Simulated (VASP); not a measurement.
# ZnO (P6_3mc) in VASP: notebook, part 2 of 3

VASP 6.6.1. Earlier steps stand in the parts before.

### Step 3. Single point, r2SCAN

POSCAR reads:

```
ZnO
1.0
    3.2351975635      0.0000000000      0.0000000000
   -1.6175987818      2.8017632763      0.0000000000
    0.0000000000      0.0000000000      5.2114228349
Zn O
2 2
Direct
    0.3333333333      0.6666666667      0.4996923815
    0.6666666667      0.3333333333     -0.0003076185
    0.6666666667      0.3333333333      0.3793176185
    0.3333333333      0.6666666667      0.8793176185
```

INCAR.step1 reads:

```
SYSTEM = ZnO
PREC = Accurate ; ENCUT = 520
ISMEAR = 0 ; SIGMA = 0.01
LREAL = .False. ; LASPH = .True.
NELM = 60 ; NBANDS = 26
GGA = PE ; ALGO = Normal
EDIFF = 1E-4 ; LWAVE = .True.
LCHARG = .False.
```

INCAR.step2 reads:

```
SYSTEM = ZnO
PREC = Accurate ; ENCUT = 520
EDIFF = 1E-6 ; ISMEAR = 0
SIGMA = 0.01 ; LREAL = .False.
LASPH = .True. ; NELM = 60
ALGO = Normal ; ISIF = 2
LWAVE = .False. ; LCHARG = .False.
METAGGA = R2SCAN ; LMIXTAU = .True.
NBANDS = 26 ; ISTART = 1
```

KPOINTS reads:

```
Automatic mesh
0
Gamma
  8 8 4
  0 0 0
```

Potentials or basis: VASP PAW PBE potentials, release 64 (Zn, O).

On the command line:

```
$ cat potpaw_PBE.64/Zn/POTCAR potpaw_PBE.64/O/POTCAR > POTCAR
$ cp INCAR.step1 INCAR
$ mpirun -np 1 vasp_std > vasp.out
$ cp INCAR.step2 INCAR
$ mpirun -np 1 vasp_std > vasp.out
```

OUTCAR:

```text
SYSTEM = ZnO
   PREC = Accurate
   ENCUT = 520
   EDIFF = 1E-6
   ISMEAR = 0
   LREAL = .False.
   LASPH = .True.
   NELM = 60
   ISIF = 2
   METAGGA = R2SCAN
   ISTART = 1

 ion  position               nearest neighbor table
   1  0.333  0.667  0.500-   3 1.97   3 1.97   3 1.97   4 1.98
   2  0.667  0.333  1.000-   4 1.97   4 1.97   4 1.97   3 1.98
   3  0.667  0.333  0.379-   1 1.97   1 1.97   1 1.97   2 1.98
   4  0.333  0.667  0.879-   2 1.97   2 1.97   2 1.97   1 1.98

  LATTYP: Found a hexagonal cell.
 ALAT       =     3.2351975635
 C/A-ratio  =     1.6108514960

  Lattice vectors:

 A1 = (   3.2351975635,   0.0000000000,   0.0000000000)
 A2 = (  -1.6175987818,   2.8017632763,   0.0000000000)
 A3 = (   0.0000000000,   0.0000000000,   5.2114228349)

Analysis of symmetry for initial positions (statically):
=====================================================================
 Subroutine PRICEL returns:
 Original cell was already a primitive cell.

 Routine SETGRP: Setting up the symmetry group for a
 hexagonal supercell.

 Subroutine GETGRP returns: Found 12 space group operations
 (whereof  6 operations were pure point group operations)
 out of a pool of 24 trial point group operations.

The static configuration has the point symmetry C_3v.
 The point group associated with its full space group is C_6v.

Analysis of symmetry for dynamics (positions and initial velocities):
=====================================================================
 Subroutine PRICEL returns:
 Original cell was already a primitive cell.

 Routine SETGRP: Setting up the symmetry group for a
 hexagonal supercell.

 Subroutine GETGRP returns: Found 12 space group operations
 (whereof  6 operations were pure point group operations)
 out of a pool of 24 trial point group operations.

The dynamic configuration has the point symmetry C_3v.
 The point group associated with its full space group is C_6v.

 Subroutine INISYM returns: Found 12 space group operations
 (whereof  6 operations are pure point group operations),
 and found     1 'primitive' translations

----------------------------------------------------------------------------------------

                                     Primitive cell

  volume of cell :      47.2377

  direct lattice vectors                    reciprocal lattice vectors
     3.235197563  0.000000000  0.000000000     0.309100134  0.178459046  0.000000000
    -1.617598782  2.801763276  0.000000000     0.000000000  0.356918091  0.000000000
     0.000000000  0.000000000  5.211422835     0.000000000  0.000000000  0.191886176

  length of vectors
     3.235197563  3.235197564  5.211422835     0.356918091  0.356918091  0.191886176

  position of ions in fractional coordinates (direct lattice)
     0.333333333  0.666666667  0.499692381
     0.666666667  0.333333333  0.999692381
     0.666666667  0.333333333  0.379317618
     0.333333333  0.666666667  0.879317618

  ion indices of the primitive-cell ions
   primitive index   ion index
                 1           1
                 2           2
                 3           3
                 4           4

----------------------------------------------------------------------------------------

 KPOINTS: Automatic mesh

Automatic generation of k-mesh.
 Grid dimensions read from file:
 generate k-points for:    8    8    4

 Generating k-lattice:

  Cartesian coordinates                     Fractional coordinates (reciprocal lattice)
     0.038637517  0.022307381  0.000000000     0.125000000 -0.000000000  0.000000000
     0.000000000  0.044614761  0.000000000     0.000000000  0.125000000  0.000000000
     0.000000000  0.000000000  0.047971544     0.000000000  0.000000000  0.250000000

  Length of vectors
     0.044614761  0.044614761  0.047971544

  Shift w.r.t. Gamma in fractional coordinates (k-lattice)
     0.000000000  0.000000000  0.000000000

 Subroutine IBZKPT returns following result:
 ===========================================

 Found     30 irreducible k-points:

 Following reciprocal coordinates:
            Coordinates               Weight
  0.000000  0.000000  0.000000      1.000000
  0.125000 -0.000000  0.000000      6.000000
  0.250000 -0.000000  0.000000      6.000000
  0.375000 -0.000000  0.000000      6.000000
  0.500000 -0.000000  0.000000      3.000000
  0.125000  0.125000  0.000000      6.000000
[... 16 lines left out ...]
  0.250000 -0.000000  0.500000      6.000000
  0.375000 -0.000000  0.500000      6.000000
 [... further k-points ...]
   k-points           NKPTS =     30   k-points in BZ     NKDIM =     30   number of bands    NBANDS=     26
   number of dos      NEDOS =    301   number of ions     NIONS =      4
   total plane-waves  NPLWV =  23040
   dimension x,y,z NGX =    24 NGY =   24 NGZ =   40
   dimension x,y,z NGXF=    48 NGYF=   48 NGZF=   80
   ions per type =               2   2
   NGX,Y,Z   is equivalent  to a cutoff of  12.33, 12.33, 12.76 a.u.
   NGXF,Y,Z  is equivalent  to a cutoff of  24.67, 24.67, 25.52 a.u.
 SYSTEM =  ZnO
   PREC   = accura    normal or accurate (medium, high low for compatibility)
   ISTART =      1    job   : 0-new  1-cont  2-samecut
   ICHARG =      0    charge: 1-file 2-atom 10-const
   ISPIN  =      1    spin polarized calculation?
   LNONCOLLINEAR =      F non collinear calculations
   LSORBIT =      F    spin-orbit coupling
   LASPH  =      T    aspherical Exc in radial PAW
   ENCUT  =  520.0 eV  38.22 Ry    6.18 a.u.   6.02  6.02  9.69*2*pi/ulx,y,z
   NELM   =     60;   NELMIN=  2; NELMDL=  0     # of ELM steps
   EDIFF  = 0.1E-05   stopping-criterion for ELM
   LREAL  =      F    real-space projection
   EDIFFG = 0.1E-04   stopping-criterion for IOM
   NSW    =      0    number of steps for IOM
   IBRION =     -1    ionic relax: 0-MD 1-quasi-New 2-CG
   NFREE  =      0    steps in history (QN), initial steepest desc. (CG)
   ISIF   =      2    stress and relaxation
   ISYM   =      2    0-nonsym 1-usesym 2-fastsym
   POTIM  = 0.5000    time-step for ionic-motion
   TEBEG  =    0.0;   TEEND  =   0.0 temperature during run
   PSTRESS=    0.0 pullay stress
   NELECT =      36.0000    total number of electrons
   NUPDOWN=      -1.0000    fix difference up-down
   EMIN   =  10.00;   EMAX   =-10.00  energy-range for DOS
   EFERMI =   0.00;   METHOD = LEGACY
   ISMEAR =     0;   SIGMA  =   0.01  broadening in eV -4-tet -1-fermi 0-gaus
   EFERMI_NEDOS =   21; number of points for ismear=-14 and -15
   IALGO  =     38    algorithm
   IMIX   =      4    mixing-type and parameters
     AMIX     =   0.40;   BMIX     =  1.00
     AMIX_MAG =   1.60;   BMIX_MAG =  1.00
  volume/ion in A,a.u.               =      11.81        79.69
  Fermi-wavevector in a.u.,A,eV,Ry     =   1.495361  2.825823 30.424062  2.236106
  Thomas-Fermi vector in A             =   2.607516
   LORBIT       =      0    0 simple, 1 ext, 2 COOP (PROOUT), +10 PAW based schemes
   METAGGA = R2SCAN    functional components
   LHFCALC =     F    Hartree Fock is set to
   AEXX    =    0.0000 exact exchange contribution
   IVDW    =     0    specifies the selected vdW correction
   LEPSILON=     F    determine dielectric tensor
   LRPA    =     F    only Hartree local field effects (RPA)
 non-spin polarized calculation
 Gauss-broadening in eV      SIGMA  =   0.01
  energy-cutoff  :      520.00
  volume of cell :       47.24
 maximum number of plane-waves:      1290
   NGX = 13   NGY = 13   NGZ = 19

 number of electron      36.0000015 magnetization

 Free energy of the ion-electron system (eV)
  ---------------------------------------------------
  ext. energy  EPLUGINS =         0.00000000
  ---------------------------------------------------
  free energy    TOTEN  =       -36.31705716 eV

  energy without entropy =      -36.31705716  energy(sigma->0) =      -36.31705716

 E-fermi :   0.9966     XC(G=0): -11.7063

 val. band max:        0.9191382299   @ k =   0.0000   0.0000   0.0000
 cond. band min:       2.1535680551   @ k =   0.0000   0.0000   0.0000
 fundamental gap:      1.2344298252
 Fermi energy:         0.9966294312

 k-point     1 :       0.0000    0.0000    0.0000
  band No.  band energies     occupation
      1     -18.2264      2.00000
      2     -17.5303      2.00000
      3      -4.9393      2.00000
      4      -4.9393      2.00000
      5      -4.8828      2.00000
      6      -4.8360      2.00000
[... 685 lines left out ...]
     25      15.4957      0.00000
     26      15.4957      0.00000

 [... further k-points ...]

------------------------ aborting loop because EDIFF is reached ----------------------------------------

  FORCE on cell =-STRESS in cart. coord.  units (eV):
  Direction    XX          YY          ZZ          XY          YZ          ZX
  --------------------------------------------------------------------------------------
  -------------------------------------------------------------------------------------
  Total        0.2876798      0.2876798      0.3217762     -0.0000000     -0.0000000      0.0000000
  in kB        9.7573391      9.7573391     10.9137996     -0.0000000     -0.0000000      0.0000000
  external PRESSURE =      10.1428259 kB  Pullay stress =       0.0000000 kB

 VOLUME and BASIS-vectors are now :
 -----------------------------------------------------------------------------
  energy-cutoff  :      520.00
  volume of cell :       47.24
      direct lattice vectors                 reciprocal lattice vectors
     3.235197563  0.000000000  0.000000000     0.309100134  0.178459046  0.000000000
    -1.617598782  2.801763276  0.000000000     0.000000000  0.356918091  0.000000000
     0.000000000  0.000000000  5.211422835     0.000000000  0.000000000  0.191886176

 POSITION                                       TOTAL-FORCE (eV/Angst)
 -----------------------------------------------------------------------------------
     -0.00000      1.86784      2.60411        -0.000000      0.000000     -0.010065
      1.61760      0.93392      5.20982         0.000000      0.000000     -0.010065
      1.61760      0.93392      1.97678        -0.000000      0.000000      0.010065
     -0.00000      1.86784      4.58250        -0.000000     -0.000000      0.010065
 -----------------------------------------------------------------------------------
    total drift:                                0.000001      0.000001     -0.074779

  FREE ENERGIE OF THE ION-ELECTRON SYSTEM (eV)
  ---------------------------------------------------
  free  energy   TOTEN  =       -36.3170571600 eV

  energy  without entropy=      -36.3170571600  energy(sigma->0) =      -36.31705716
```

Run time: 94 s. Hardware: 1 thread of AMD EPYC 7R13 (Zen 3), shared host; peak memory 0.15 GiB.

Results:

```yaml
Free_energy: -36.3171 eV
Pressure: 1.0 GPa
Largest_force: 0.010 eV/Å
Band_gap_on_the_k_mesh: 1.23 eV
```

Forces in eV/Å, atoms in the order of the input:
```
Zn   0.000  0.000 -0.010
Zn   0.000  0.000 -0.010
O    0.000  0.000  0.010
O    0.000  0.000  0.010
```

Stress tensor (GPa, compression positive):
```
0.98 0.00 0.00
0.00 0.98 0.00
0.00 0.00 1.09
```

Levels at points of the mesh, in eV from the valence-band top:
| k point | band 16 | band 17 | band 18 | band 19 | band 20 | band 21 |
| --- | --- | --- | --- | --- | --- | --- |
| (0.00, 0.00, 0.00) | -0.09 | 0.00 | 0.00 | 1.23 | 5.87 | 8.83 |
| (0.50, 0.00, 0.00) | -2.34 | -1.31 | -0.87 | 6.43 | 7.36 | 8.08 |
| (0.00, 0.00, 0.50) | -0.40 | -0.40 | -0.40 | 3.94 | 3.94 | 10.83 |
| (0.50, 0.00, 0.50) | -1.56 | -1.41 | -1.41 | 6.25 | 6.25 | 9.18 |

Caveat: the PAW data sets were made with another functional, which shifts forces and pressure a little.

(Part 2 of 3 ends here.)
